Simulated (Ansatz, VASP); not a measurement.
Two plane-wave programs on Ta2N

Contents of POSCAR:

```
Ta2N
1.0
    3.1128615060      0.0000000000      0.0000000000
   -1.5564307530      2.6958171426      0.0000000000
    0.0000000000      0.0000000000      4.8698410000
Ta N
2 1
Direct
    0.3333333333      0.6666666667      0.2547110000
    0.6666666667      0.3333333333      0.7452890000
    0.0000000000      0.0000000000      0.0000000000
```

INCAR.step1

```
  ALGO = Normal
  EDIFF = 1E-4
  ENCUT = 600
  GGA = PE
  ISMEAR = -1
  LASPH = True
  LCHARG = False
  LREAL = False
  LWAVE = True
  NELM = 80
  PREC = Accurate
  SIGMA = 0.05
```

Contents of INCAR.step2:

```
  ALGO = Normal
  EDIFF = 1E-6
  EDIFFG = -0.01
  ENCUT = 600
  IBRION = 2
  ISIF = 3
  ISMEAR = -1
  ISTART = 1
  LASPH = True
  LCHARG = False
  LMIXTAU = True
  LREAL = False
  LWAVE = False
  METAGGA = R2SCAN
  NELM = 80
  NSW = 60
  PREC = Accurate
  SIGMA = 0.05
```

Contents of KPOINTS:

```
k-points
0
Gamma
  10 10 6
```

The input input.yaml:

```yaml
crystal:
  lattice:
    - [3.112861506, 0.0, 0.0]
    - [-1.556430753, 2.6958171426, 0.0]
    - [0.0, 0.0, 4.869841]
  atoms:
    - { symbol: Ta, position: [0.3333333333, 0.6666666667, 0.254711] }
    - { symbol: Ta, position: [0.6666666667, 0.3333333333, 0.745289] }
    - { symbol: "N", position: [0.0, 0.0, 0.0] }
hamiltonian:
  xc: r2scan
  pseudopotentials: { kind: paw }
kpoints:
  mp_grid: { grid: [10, 10, 6] }
scf:
  occupations: { method: fermi_dirac, width: 0.05 }
output:
  forces: true
  stress: true
  eigenvalues: true
  write_density: true
  write_potential: true
  elf: true
  volumetric_format: npy
relax:
  f_tol: 0.01
  max_steps: 40
  cell: { stress_tol: 0.05 }
```

Alike in both runs: task relaxation of cell and atoms; functional r2SCAN; k mesh 10 × 10 × 6; occupations fermi-dirac, width 0.05 eV; no spin polarisation.

```csv
,VASP,Ansatz
version,VASP 6.6.1,Ansatz 0.2.0
potentials or method,"VASP PAW PBE potentials, release 64 (Ta_pv, N)",Ansatz PAW
plane-wave cutoff (eV),600,500
valence electrons in the cell,27,31
```

|  | VASP | Ansatz | Ansatz less VASP |
| --- | --- | --- | --- |
| gap on the k mesh at the Fermi level, each at its own relaxed structure (eV) | none | none | - |
| relaxed volume (Å³/atom) | 13.39 | 13.35 | -0.041 |
| relaxed cell length with the largest relative difference (Å) | 3.074 | 3.071 | -0.0031 |

VASP's potentials were made for PBE, not for r2SCAN. A gap of «none» marks a metal or a gap that the smearing closes. VASP's potentials hold 27 valence electrons a cell and Ansatz's 31, so a difference there can come from the potentials and not from the codes.

Neither program's run includes spin-orbit coupling. Noted on Ansatz's run: the plane-wave basis is chosen anew once the cell has moved, so the energies of steps on either side of that aren't comparable.
